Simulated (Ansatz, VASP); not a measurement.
## Two plane-wave programs on BaTiO3

INCAR

```
  ALGO = Normal
  EDIFF = 1E-6
  ENCUT = 520
  GGA = PE
  ISIF = 2
  ISMEAR = 0
  LASPH = T
  LCHARG = T
  LELF = T
  LREAL = F
  LVHAR = T
  LWAVE = F
  NBANDS = 28
  NELM = 80
  PREC = Accurate
  SIGMA = 0.05
```

Contents of KPOINTS:

```
k-points
0
Gamma
  8 8 8
```

File POSCAR:

```
BaTiO3
1.0
    4.0192318613      0.0000000000      0.0000000000
    0.0000000000      4.0192318613      0.2636616101
    0.0000000000      0.2636648546      4.0192813205
Ba Ti O
1 1 3
Direct
    0.0000000000      0.0000000000      0.0000000000
    0.5000000000      0.5000000000      0.5000000000
    0.5000000000      0.5000000000      0.0000000000
    0.5000000000      0.0000000000      0.5000000000
    0.0000000000      0.5000000000      0.5000000000
```

Input for Ansatz:

```yaml
crystal:
  lattice:
    - [4.0192318613, 0.0, 0.0]
    - [0.0, 4.0192318613, 0.2636616101]
    - [0.0, 0.2636648546, 4.0192813205]
  atoms:
    - { symbol: Ba, position: [0.0, 0.0, 0.0] }
    - { symbol: Ti, position: [0.5, 0.5, 0.5] }
    - { symbol: O, position: [0.5, 0.5, 0.0] }
    - { symbol: O, position: [0.5, 0.0, 0.5] }
    - { symbol: O, position: [0.0, 0.5, 0.5] }
basis:
  ecutwfc: 420
kpoints:
  mp_grid: { grid: [8, 8, 8] }
hamiltonian:
  xc: pbe
scf:
  occupations: { method: gaussian, width: 0.05 }
output:
  forces: true
  stress: true
  eigenvalues: true
```

Change from the starting cell: strain +0.1312 x Voigt [0, 0, 0, 1, 0, 0], atoms carried along.

Alike in both runs: task single point; functional PBE; k mesh 8 × 8 × 8; occupations gaussian, width 0.05 eV; no spin polarisation.

```csv
,VASP,Ansatz
version,VASP 6.6.1,Ansatz 0.2.0
potentials or method,"VASP PAW PBE potentials, release 64 (Ba_sv, Ti_sv, O), cutoff 520 eV","scalar-relativistic, plane waves, PAW"
valence electrons in the cell,40,40
```

|  | VASP | Ansatz | Ansatz less VASP |
| --- | --- | --- | --- |
| gap on the k mesh at the Fermi level (eV) | 1.08 | 1.11 | +0.029 |
| least direct gap on the mesh (eV) | 1.08 | 1.11 | +0.029 |
| pressure (GPa) | 3.5 | 1.6 | -1.83 |
| traceless stress, the component that is largest in VASP (GPa) | -16.67 | -16.15 | +0.521 |

With one functional, cell and mesh, what is left measures potentials, basis and numerics. Ansatz's warnings: near symmetry operations not taken.

Spin-orbit coupling is off throughout.
